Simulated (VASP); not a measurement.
Input of a VASP 6.6.1 run:

The input INCAR:

```
  PREC = Accurate
  ENCUT = 520
  EDIFF = 1E-6
  ISMEAR = -1
  SIGMA = 0.05
  LREAL = False
  LASPH = True
  NELM = 60
  ALGO = Normal
  ISIF = 2
  LWAVE = False
  LCHARG = False
  NBANDS = 18
```

File KPOINTS:

```
regular mesh
0
Gamma
  14 14 11
```

Contents of POSCAR:

```
CdPd
1.0
    2.9631240153      0.0000000000      0.0000000000
    0.0000000000      2.9631240153      0.0000000000
    0.0000000000      0.0000000000      3.6261122151
Cd Pd
1 1
Direct
    0.0000000000      0.0000000000      0.0000000000
    0.5000000000      0.5000000000      0.5000000000
```

Potentials or basis: VASP PAW LDA potentials, release 64 (Cd, Pd).

Run with:

```sh
$ cat potpaw_LDA.64/Cd/POTCAR potpaw_LDA.64/Pd/POTCAR > POTCAR
$ mpirun -np 1 vasp_std > vasp.out
```

Problem. Estimate the pressure.

Solution. 1.6 GPa.

Problem. Estimate the band gap on the k mesh.

Solution. Zero (band 11 reaches 10.84 eV, above the bottom of band 12 at 5.09 eV).

Stress tensor (GPa, compression positive):
```
1.50 0.00 0.00
0.00 1.50 0.00
0.00 0.00 1.67
```
